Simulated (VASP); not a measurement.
# Mn (Fm-3m) in VASP: further runs

Runs on Mn. Level: PBE. Tasks: single point.

Everything below comes from runs of VASP 6.6.1. Logs are shortened: lines on timing, memory, paths and dates and some standing lists are left out, and cuts for length are marked.

## Step 1: The cell of the first run

It takes space group Fm-3m (No. 225, cubic). The conventional cell has a = 3.485 Å, b = 3.485 Å, c = 3.485 Å, α = 90.00°, β = 90.00°, γ = 90.00°. Within 3.3 Å of Mn (site symmetry m-3m) lie 12 Mn at 2.46 Å.

## Step 2: Single point, PBE, collinear spin, zero start

Contents of INCAR:

```
  PREC = Accurate
  ENCUT = 500
  EDIFF = 1E-6
  ISMEAR = -1
  SIGMA = 0.1
  LREAL = F
  LASPH = T
  NELM = 200
  ALGO = Normal
  ISIF = 2
  LWAVE = F
  LCHARG = T
  ISPIN = 2
  MAGMOM = 0
  LORBIT = 11
  LMAXMIX = 4
  GGA = PE
  LELF = T
  LVHAR = T
  NBANDS = 16
  GGA_COMPAT = F
```

Contents of KPOINTS:

```
regular mesh
0
Gamma
  8 8 8
```

Contents of POSCAR:

```
Mn
1.0
    0.0000000000      1.7424160000      1.7424160000
    1.7424160000      0.0000000000      1.7424160000
    1.7424160000      1.7424160000      0.0000000000
Mn
1
Direct
    0.0000000000      0.0000000000      0.0000000000
```

Potentials or basis: VASP PAW PBE potentials, release 64 (Mn_pv).

The run is started by

```sh
$ cat potpaw_PBE.64/Mn_pv/POTCAR > POTCAR
$ mpirun -np 1 vasp_std > vasp.out
```

OUTCAR:

```text
PREC = Accurate
   ENCUT = 500
   EDIFF = 1E-6
   ISMEAR = -1
   LREAL = F
   LASPH = T
   NELM = 200
   ISIF = 2
   ISPIN = 2
   LORBIT = 11
   GGA = PE

 ion  position               nearest neighbor table
   1  0.000  0.000  0.000-

  LATTYP: Found a face centered cubic cell.
 ALAT       =     3.4848320000

  Lattice vectors:

 A1 = (   0.0000000000,   1.7424160000,   1.7424160000)
 A2 = (   1.7424160000,   0.0000000000,   1.7424160000)
 A3 = (   1.7424160000,   1.7424160000,   0.0000000000)

Analysis of symmetry for initial positions (statically):
=====================================================================
 Subroutine PRICEL returns:
 Original cell was already a primitive cell.

 Routine SETGRP: Setting up the symmetry group for a
 face centered cubic supercell.

 Subroutine GETGRP returns: Found 48 space group operations
 (whereof 48 operations were pure point group operations)
 out of a pool of 48 trial point group operations.

The static configuration has the point symmetry O_h .

Analysis of symmetry for dynamics (positions and initial velocities):
=====================================================================
 Subroutine PRICEL returns:
 Original cell was already a primitive cell.

 Routine SETGRP: Setting up the symmetry group for a
 face centered cubic supercell.

 Subroutine GETGRP returns: Found 48 space group operations
 (whereof 48 operations were pure point group operations)
 out of a pool of 48 trial point group operations.

The dynamic configuration has the point symmetry O_h .

Analysis of structural, dynamic, and magnetic symmetry:
=====================================================================
 Subroutine PRICEL returns:
 Original cell was already a primitive cell.

 Routine SETGRP: Setting up the symmetry group for a
 face centered cubic supercell.

 Subroutine GETGRP returns: Found 48 space group operations
 (whereof 48 operations were pure point group operations)
 out of a pool of 48 trial point group operations.

The overall configuration has the point symmetry O_h .

 Subroutine INISYM returns: Found 48 space group operations
 (whereof 48 operations are pure point group operations),
 and found     1 'primitive' translations

----------------------------------------------------------------------------------------

                                     Primitive cell

  volume of cell :      10.5800

  direct lattice vectors                    reciprocal lattice vectors
     0.000000000  1.742416000  1.742416000    -0.286957879  0.286957879  0.286957879
     1.742416000  0.000000000  1.742416000     0.286957879 -0.286957879  0.286957879
     1.742416000  1.742416000  0.000000000     0.286957879  0.286957879 -0.286957879

  length of vectors
     2.464148338  2.464148338  2.464148338     0.497025626  0.497025626  0.497025626

  position of ions in fractional coordinates (direct lattice)
     0.000000000  0.000000000  0.000000000

  ion indices of the primitive-cell ions
   primitive index   ion index
                 1           1

----------------------------------------------------------------------------------------

 KPOINTS: regular mesh

Automatic generation of k-mesh.
 Grid dimensions read from file:
 generate k-points for:    8    8    8

 Generating k-lattice:

  Cartesian coordinates                     Fractional coordinates (reciprocal lattice)
    -0.035869735  0.035869735  0.035869735     0.125000000  0.000000000  0.000000000
     0.035869735 -0.035869735  0.035869735     0.000000000  0.125000000  0.000000000
     0.035869735  0.035869735 -0.035869735     0.000000000  0.000000000  0.125000000

  Length of vectors
     0.062128203  0.062128203  0.062128203

  Shift w.r.t. Gamma in fractional coordinates (k-lattice)
     0.000000000  0.000000000  0.000000000

 Subroutine IBZKPT returns following result:
 ===========================================

 Found     29 irreducible k-points:

 Following reciprocal coordinates:
            Coordinates               Weight
  0.000000  0.000000  0.000000      1.000000
  0.125000  0.000000  0.000000      8.000000
  0.250000  0.000000  0.000000      8.000000
  0.375000  0.000000  0.000000      8.000000
  0.500000  0.000000  0.000000      4.000000
  0.125000  0.125000  0.000000      6.000000
[... 16 lines left out ...]
  0.500000  0.250000  0.125000     48.000000
 -0.375000  0.250000  0.125000     24.000000
 [... further k-points ...]
   k-points           NKPTS =     29   k-points in BZ     NKDIM =     29   number of bands    NBANDS=     16
   number of dos      NEDOS =    301   number of ions     NIONS =      1
   total plane-waves  NPLWV =   5832
   dimension x,y,z NGX =    18 NGY =   18 NGZ =   18
   dimension x,y,z NGXF=    36 NGYF=   36 NGZF=   36
   ions per type =               1
   NGX,Y,Z   is equivalent  to a cutoff of  12.14, 12.14, 12.14 a.u.
   NGXF,Y,Z  is equivalent  to a cutoff of  24.29, 24.29, 24.29 a.u.
 SYSTEM =  unknown system
   PREC   = accura    normal or accurate (medium, high low for compatibility)
   ISTART =      0    job   : 0-new  1-cont  2-samecut
   ICHARG =      2    charge: 1-file 2-atom 10-const
   ISPIN  =      2    spin polarized calculation?
   LNONCOLLINEAR =      F non collinear calculations
   LSORBIT =      F    spin-orbit coupling
   LASPH  =      T    aspherical Exc in radial PAW
   ENCUT  =  500.0 eV  36.75 Ry    6.06 a.u.   4.49  4.49  4.49*2*pi/ulx,y,z
   NELM   =    200;   NELMIN=  2; NELMDL= -5     # of ELM steps
   EDIFF  = 0.1E-05   stopping-criterion for ELM
   LREAL  =      F    real-space projection
   EDIFFG = 0.1E-04   stopping-criterion for IOM
   NSW    =      0    number of steps for IOM
   IBRION =     -1    ionic relax: 0-MD 1-quasi-New 2-CG
   NFREE  =      0    steps in history (QN), initial steepest desc. (CG)
   ISIF   =      2    stress and relaxation
   ISYM   =      2    0-nonsym 1-usesym 2-fastsym
   POTIM  = 0.5000    time-step for ionic-motion
   TEBEG  =    0.0;   TEEND  =   0.0 temperature during run
   PSTRESS=    0.0 pullay stress
   NELECT =      13.0000    total number of electrons
   NUPDOWN=      -1.0000    fix difference up-down
   EMIN   =  10.00;   EMAX   =-10.00  energy-range for DOS
   EFERMI =   0.00;   METHOD = LEGACY
   ISMEAR =    -1;   SIGMA  =   0.10  broadening in eV -4-tet -1-fermi 0-gaus
   EFERMI_NEDOS =   21; number of points for ismear=-14 and -15
   IALGO  =     38    algorithm
   IMIX   =      4    mixing-type and parameters
     AMIX     =   0.40;   BMIX     =  1.00
     AMIX_MAG =   1.60;   BMIX_MAG =  1.00
  volume/ion in A,a.u.               =      10.58        71.40
  Fermi-wavevector in a.u.,A,eV,Ry     =   1.753453  3.313545 41.832432  3.074597
  Thomas-Fermi vector in A             =   2.823586
   LORBIT       =     11    0 simple, 1 ext, 2 COOP (PROOUT), +10 PAW based schemes
   GGA     = PE    functional components
   LHFCALC =     F    Hartree Fock is set to
   AEXX    =    0.0000 exact exchange contribution
   IVDW    =     0    specifies the selected vdW correction
   LEPSILON=     F    determine dielectric tensor
   LRPA    =     F    only Hartree local field effects (RPA)
 spin polarized calculation
  energy-cutoff  :      500.00
  volume of cell :       10.58
 maximum number of plane-waves:       290
 NGX is ok and might be reduce to    18
   NGX =  9   NGY =  9   NGZ =  9

 number of electron      13.0000007 magnetization       0.0000015

 number of electron      13.0000007 magnetization      -0.0000027

 Free energy of the ion-electron system (eV)
  ---------------------------------------------------
  ext. energy  EPLUGINS =         0.00000000
  ---------------------------------------------------
  free energy    TOTEN  =        -8.93712611 eV

  energy without entropy =       -8.88552081  energy(sigma->0) =       -8.91132346

 E-fermi :  10.7664     XC(G=0): -14.1142

 val. band max:       10.6140639831   @ k =   0.5000   0.2500   0.1250
 cond. band min:      10.8005371684   @ k =  -0.1250   0.1250   0.0000
 fundamental gap:      0.1864731854
 Fermi energy:        10.7664161545

 spin component 1

 k-point     1 :       0.0000    0.0000    0.0000
  band No.  band energies     occupation
      1     -36.8979      1.00000
      2     -36.8979      1.00000
      3     -36.8979      1.00000
      4       2.3462      1.00000
      5       9.5658      0.99999
      6       9.5658      0.99999
[... 8 lines left out ...]
     15      43.7061      0.00000
     16      43.7061      0.00000

 k-point     2 :       0.1250    0.0000    0.0000
  band No.  band energies     occupation
      1     -37.0182      1.00000
      2     -36.9132      1.00000
      3     -36.9132      1.00000
      4       3.0016      1.00000
      5       9.3042      1.00000
      6       9.7497      0.99996
[... 8 lines left out ...]
     15      42.7538      0.00000
     16      43.7359      0.00000
[... 387 lines left out ...]
      5       8.2689      1.00000
      6       8.9466      1.00000
[... 8 lines left out ...]
     15      42.1892      0.00000
     16      47.1973      0.00000

 k-point    24 :      -0.3750    0.2500    0.1250
  band No.  band energies     occupation
      1     -37.5844      1.00000
      2     -37.2100      1.00000
      3     -37.0678      1.00000
      4       7.2598      1.00000
      5       8.1497      1.00000
      6       9.3116      1.00000
[... 8 lines left out ...]
     15      42.4672      0.00000
     16      47.6165      0.00000

 [... further k-points ...]

 spin component 2

 k-point     1 :       0.0000    0.0000    0.0000
  band No.  band energies     occupation
      1     -36.8979      1.00000
      2     -36.8979      1.00000
      3     -36.8979      1.00000
      4       2.3462      1.00000
      5       9.5658      0.99999
      6       9.5658      0.99999
[... 8 lines left out ...]
     15      43.7061      0.00000
     16      43.7061      0.00000

 k-point     2 :       0.1250    0.0000    0.0000
  band No.  band energies     occupation
      1     -37.0182      1.00000
      2     -36.9132      1.00000
      3     -36.9132      1.00000
      4       3.0016      1.00000
      5       9.3042      1.00000
      6       9.7497      0.99996
[... 8 lines left out ...]
     15      42.7538      0.00000
     16      43.7359      0.00000
[... 387 lines left out ...]
      5       8.2689      1.00000
      6       8.9466      1.00000
[... 8 lines left out ...]
     15      42.1892      0.00000
     16      47.1973      0.00000

 k-point    24 :      -0.3750    0.2500    0.1250
  band No.  band energies     occupation
      1     -37.5844      1.00000
      2     -37.2100      1.00000
      3     -37.0678      1.00000
      4       7.2598      1.00000
      5       8.1497      1.00000
      6       9.3116      1.00000
[... 8 lines left out ...]
     15      42.4672      0.00000
     16      47.6165      0.00000

 [... further k-points ...]
[... 5 lines left out ...]
  --------------------------------------------------------------------------------------
  -------------------------------------------------------------------------------------
  Total        0.2935084      0.2935084      0.2935084      0.0000000      0.0000000      0.0000000
  in kB       44.4473256     44.4473256     44.4473256      0.0000000      0.0000000      0.0000000
  external PRESSURE =      44.4473256 kB  Pullay stress =       0.0000000 kB

 VOLUME and BASIS-vectors are now :
 -----------------------------------------------------------------------------
  energy-cutoff  :      500.00
  volume of cell :       10.58
      direct lattice vectors                 reciprocal lattice vectors
     0.000000000  1.742416000  1.742416000    -0.286957879  0.286957879  0.286957879
     1.742416000  0.000000000  1.742416000     0.286957879 -0.286957879  0.286957879
     1.742416000  1.742416000  0.000000000     0.286957879  0.286957879 -0.286957879

 POSITION                                       TOTAL-FORCE (eV/Angst)
 -----------------------------------------------------------------------------------
      0.00000      0.00000      0.00000         0.000000      0.000000     -0.000000
 -----------------------------------------------------------------------------------
    total drift:                                0.000000     -0.000000     -0.000000

  FREE ENERGIE OF THE ION-ELECTRON SYSTEM (eV)
  ---------------------------------------------------
  free  energy   TOTEN  =        -8.9371261079 eV

  energy  without entropy=       -8.8855208056  energy(sigma->0) =       -8.91132346

 total charge

# of ion       s       p       d       tot
------------------------------------------
    1        0.433   6.412   5.170  12.016

 magnetization (x)

# of ion       s       p       d       tot
------------------------------------------
    1        0.000   0.000  -0.000  -0.000
```

It took 20 s on 1 thread of Intel Xeon 8259CL, shared host; peak memory 0.12 GiB.

Results:

```yaml
Free_energy: -8.9371 eV
Pressure: 4.4 GPa
Net_moment: 0.00 μB per cell
Valence_electrons_inside_the_program's_atomic_spheres: Mn 12.02
```

Caveat: the k points lie up to 0.39 Å⁻¹ apart.

## Step 3: Single point, PBE, collinear spin, zero start

Contents of INCAR:

```
SYSTEM = Mn
PREC = Accurate
ENCUT = 500
EDIFF = 1E-6
ISMEAR = -1
SIGMA = 0.1
LREAL = .False.
LASPH = .True.
NELM = 200
ALGO = Normal
ISIF = 2
LWAVE = .False.
LCHARG = .False.
ISPIN = 2
MAGMOM = 0
LORBIT = 11
LMAXMIX = 4
GGA = PE
NBANDS = 16
GGA_COMPAT = .False.
```

Contents of KPOINTS:

```
regular mesh
0
Gamma
  8 8 8
  0 0 0
```

POSCAR is that of step 2.

Potentials or basis: VASP PAW PBE potentials, release 64 (Mn_pv).

The run is started by

```sh
$ cat potpaw_PBE.64/Mn_pv/POTCAR > POTCAR
$ mpirun -np 1 vasp_std > vasp.out
```

OUTCAR:

```text
SYSTEM = Mn
   PREC = Accurate
   ENCUT = 500
   EDIFF = 1E-6
   ISMEAR = -1
   LREAL = .False.
   LASPH = .True.
   NELM = 200
   ISIF = 2
   ISPIN = 2
   LORBIT = 11
   GGA = PE

 ion  position               nearest neighbor table
   1  0.000  0.000  0.000-

  LATTYP: Found a face centered cubic cell.
 ALAT       =     3.4848320000

  Lattice vectors:

 A1 = (   0.0000000000,   1.7424160000,   1.7424160000)
 A2 = (   1.7424160000,   0.0000000000,   1.7424160000)
[... 1122 lines left out ...]
  -------------------------------------------------------------------------------------
  Total        0.2935084      0.2935084      0.2935084      0.0000000      0.0000000      0.0000000
  in kB       44.4473256     44.4473256     44.4473256      0.0000000      0.0000000      0.0000000
  external PRESSURE =      44.4473256 kB  Pullay stress =       0.0000000 kB

 VOLUME and BASIS-vectors are now :
 -----------------------------------------------------------------------------
  energy-cutoff  :      500.00
  volume of cell :       10.58
      direct lattice vectors                 reciprocal lattice vectors
     0.000000000  1.742416000  1.742416000    -0.286957879  0.286957879  0.286957879
     1.742416000  0.000000000  1.742416000     0.286957879 -0.286957879  0.286957879
     1.742416000  1.742416000  0.000000000     0.286957879  0.286957879 -0.286957879

 POSITION                                       TOTAL-FORCE (eV/Angst)
 -----------------------------------------------------------------------------------
      0.00000      0.00000      0.00000         0.000000      0.000000     -0.000000
 -----------------------------------------------------------------------------------
    total drift:                                0.000000     -0.000000     -0.000000

  FREE ENERGIE OF THE ION-ELECTRON SYSTEM (eV)
  ---------------------------------------------------
  free  energy   TOTEN  =        -8.9371261079 eV

  energy  without entropy=       -8.8855208056  energy(sigma->0) =       -8.91132346

 total charge

# of ion       s       p       d       tot
------------------------------------------
    1        0.433   6.412   5.170  12.016

 magnetization (x)

# of ion       s       p       d       tot
------------------------------------------
    1        0.000   0.000  -0.000  -0.000
```

stdout:

```text
POSCAR found type information on POSCAR Mn
 POSCAR found :  1 types and       1 ions
 scaLAPACK will be used
 LDA part: xc-table for (Slater+PW92), standard interpolation
 POSCAR, INCAR and KPOINTS ok, starting setup
 FFT: planning ... GRIDC
 FFT: planning ... GRID_SOFT
 FFT: planning ... GRID
 WAVECAR not read
 entering main loop
```

It took 20 s on 1 thread of Intel Xeon 8259CL, shared host; peak memory 0.12 GiB.

Results:

| Item | Value |
| --- | --- |
| Free energy | -8.9371 eV |
| Pressure | 4.4 GPa |
| Net moment | 0.00 μB per cell |
| Valence electrons inside the program's atomic spheres | Mn 12.02 |

Levels at points of the mesh, in eV from the Fermi level:
Spin up:
| k point | band 3 | band 4 | band 5 | band 6 | band 7 | band 8 | band 9 | band 10 | band 11 | band 12 |
| --- | --- | --- | --- | --- | --- | --- | --- | --- | --- | --- |
| (0.00, 0.00, 0.00) | -47.66 | -8.42 | -1.20 | -1.20 | -1.20 | 0.53 | 0.53 | 21.45 | 27.38 | 27.38 |
| (0.50, 0.00, 0.00) | -47.77 | -4.65 | -1.32 | -1.32 | 0.47 | 1.73 | 1.73 | 9.18 | 20.28 | 26.43 |
| (0.50, 0.50, 0.00) | -47.95 | -4.86 | -4.04 | 1.69 | 2.04 | 2.04 | 3.55 | 12.44 | 16.04 | 16.04 |
Spin down:
| k point | band 4 | band 5 | band 6 | band 7 | band 8 | band 9 | band 10 | band 11 |
| --- | --- | --- | --- | --- | --- | --- | --- | --- |
| (0.00, 0.00, 0.00) | -8.42 | -1.20 | -1.20 | -1.20 | 0.53 | 0.53 | 21.45 | 27.38 |
| (0.50, 0.00, 0.00) | -4.65 | -1.32 | -1.32 | 0.47 | 1.73 | 1.73 | 9.18 | 20.28 |
| (0.50, 0.50, 0.00) | -4.86 | -4.04 | 1.69 | 2.04 | 2.04 | 3.55 | 12.44 | 16.04 |

Caveat: the k points lie up to 0.39 Å⁻¹ apart.
